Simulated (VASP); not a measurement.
Here is a VASP 6.6.1 calculation.

The input INCAR:

```
PREC = Accurate ; ENCUT = 520
EDIFF = 1E-7 ; ISMEAR = -1
SIGMA = 0.1 ; LREAL = False
LASPH = True ; NELM = 60
ALGO = Normal ; ISIF = 2
LWAVE = False ; LCHARG = True
GGA = CA ; LELF = True
LVHAR = True ; NBANDS = 12
```

The input KPOINTS:

```
Automatic mesh
0
Gamma
  10 10 10
```

Contents of POSCAR:

```
Cd
1.0
   -1.7843220000      1.7843220000      1.7843220000
    1.7843220000     -1.7843220000      1.7843220000
    1.7843220000      1.7843220000     -1.7843220000
Cd
1
Direct
    0.0000000000      0.0000000000      0.0000000000
```

Potentials or basis: VASP PAW LDA potentials, release 64 (Cd).

The run is started by

```console
$ cat potpaw_LDA.64/Cd/POTCAR > POTCAR
$ mpirun -np 1 vasp_std > vasp.out
```

(1) Estimate the band gap on the k mesh.

(2) Estimate the pressure.

## Answers

(1) zero (band 6 reaches 5.70 eV, above the bottom of band 7 at 1.33 eV).

(2) -4.8 GPa.
